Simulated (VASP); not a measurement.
Crystal: Sn.

```
CELL_PARAMETERS angstrom
-4.38411 4.38411 4.38411
4.38411 -4.38411 4.38411
4.38411 4.38411 -4.38411
ATOMIC_POSITIONS crystal
Sn 0.31720 0.31720 0.31720
Sn 0.00000 0.00000 0.68280
Sn 0.00000 0.68280 0.00000
Sn 0.68280 0.00000 0.00000
Sn 0.68280 0.68280 0.68280
Sn 0.00000 0.00000 0.31720
Sn 0.00000 0.31720 0.00000
Sn 0.31720 0.00000 0.00000
```

The cell was generated, and may not be a known phase.

| Item | Value |
| --- | --- |
| Program | VASP 6.6.1 |
| Task | relaxation of cell and atoms |
| Functional | PBE |
| Potentials or basis | VASP PAW PBE potentials, release 64 (Sn_d) |
| Cutoff | 600 eV |
| k mesh | 4 × 4 × 4 |
| Occupations | gaussian, width 0.1 eV |
| Spin | no spin polarisation |

At the start: pressure 5.0 GPa; volume 42.13 Å³/atom.

How do energy, volume and symmetry change on relaxing?

Over 6 steps the energy falls by 87.4 meV/atom and the volume is 48.35 Å³/atom (+14.8 %); space group Im-3m (No. 229, to 0.1 Å) before and after.

The path:
| step | energy change (eV) | largest force (eV/Å) | pressure (GPa) | volume (Å³) |
| --- | --- | --- | --- | --- |
| 1 | 0.0000 | 0.8894 | 4.99 | 337.06 |
| 2 | -0.5245 | 0.6206 | -1.36 | 405.18 |
| 3 | -0.6802 | 0.2500 | 0.22 | 379.90 |
| 4 | -0.6800 | 0.2670 | 0.18 | 380.79 |
| 5 | -0.6974 | 0.0964 | 0.04 | 384.75 |
| 6 | -0.6991 | 0.0155 | -0.09 | 386.78 |

Final structure:
```cif
data_structure
_symmetry_space_group_name_H-M 'P 1'
_symmetry_Int_Tables_number 1
_cell_length_a 7.9499
_cell_length_b 7.9499
_cell_length_c 7.9499
_cell_angle_alpha 109.471
_cell_angle_beta 109.471
_cell_angle_gamma 109.471
_cell_volume 386.78
loop_
_atom_site_label
_atom_site_type_symbol
_atom_site_fract_x
_atom_site_fract_y
_atom_site_fract_z
_atom_site_occupancy
Sn1 Sn 0.31887 0.31887 0.31887 1
Sn2 Sn 0.00000 0.00000 0.68113 1
Sn3 Sn 0.00000 0.68113 0.00000 1
Sn4 Sn 0.68113 0.00000 0.00000 1
Sn5 Sn 0.68113 0.68113 0.68113 1
Sn6 Sn 0.00000 0.00000 0.31887 1
Sn7 Sn 0.00000 0.31887 0.00000 1
Sn8 Sn 0.31887 0.00000 0.00000 1
```
